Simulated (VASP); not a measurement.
Write the native input for VASP 6.6.1 that does the following.

```
Task                    : density of states
Functional              : LDA
Potentials or basis     : VASP PAW LDA potentials, release 64 (Mg, S)
Cutoff                  : 520 eV
k mesh                  : 3 × 3 × 3
Occupations             : gaussian, width 0.01 eV
Spin                    : no spin polarisation
Dipole correction       : no
k mesh for the DOS      : 5 × 5 × 5
Occupations for the DOS : tetrahedron
Further INCAR settings  : ALGO = Normal; EDIFF = 1e-06; NBANDS = 11
```

The system is MgS.

```
Mg S
1.0
     0.03452    2.77567    2.79686
     2.89766   -0.01862    2.85000
     2.84229    2.77344    0.03676
Mg S
1 1
Direct
  0.00080 0.00551 0.99687
  0.75236 0.75376 0.74839
```

The input as run:

POSCAR

```
MgS
1.0
    0.0345200000      2.7756700000      2.7968600000
    2.8976600000     -0.0186200000      2.8500000000
    2.8422900000      2.7734400000      0.0367600000
Mg S
1 1
Direct
    0.0008000000      0.0055100000      0.9968700000
    0.7523600000      0.7537600000      0.7483900000
```

INCAR.step1

```
SYSTEM = MgS
PREC = Accurate
ENCUT = 520
EDIFF = 1E-6
ISMEAR = 0
SIGMA = 0.01
LREAL = .False.
LASPH = .True.
NELM = 80
ALGO = Normal
ISIF = 2
LWAVE = .False.
LCHARG = .True.
GGA = CA
NBANDS = 11
```

KPOINTS.step1

```
regular mesh
0
Gamma
  3 3 3
  0 0 0
```

INCAR.step2

```
SYSTEM = MgS
PREC = Accurate
ENCUT = 520
EDIFF = 1E-6
ISMEAR = -5
SIGMA = 0.01
LREAL = .False.
LASPH = .True.
NELM = 80
ALGO = Normal
ISIF = 2
LWAVE = .False.
LCHARG = .False.
GGA = CA
LORBIT = 11
NBANDS = 11
NEDOS = 1001
ICHARG = 11
```

KPOINTS.step2

```
regular mesh
0
Gamma
  5 5 5
  0 0 0
```

Potentials or basis: VASP PAW LDA potentials, release 64 (Mg, S).

Command:

```bash
$ cat potpaw_LDA.64/Mg/POTCAR potpaw_LDA.64/S/POTCAR > POTCAR
$ cp INCAR.step1 INCAR
$ cp KPOINTS.step1 KPOINTS
$ mpirun -np 1 vasp_std > vasp.out
$ cp INCAR.step2 INCAR
$ cp KPOINTS.step2 KPOINTS
$ mpirun -np 1 vasp_std > vasp.out
```

It gave:

```yaml
Valence_electrons_inside_the_program's_atomic_spheres: Mg 0.37; S 3.79
```

Caveat: the k points lie up to 0.65 Å⁻¹ apart.

It took 19 s on 1 thread of Intel(R) Xeon(R) Platinum 8259CL CPU @ 2.50GHz (Skylake/Cascade Lake), with other jobs on the host, peak memory 0.16 GiB.
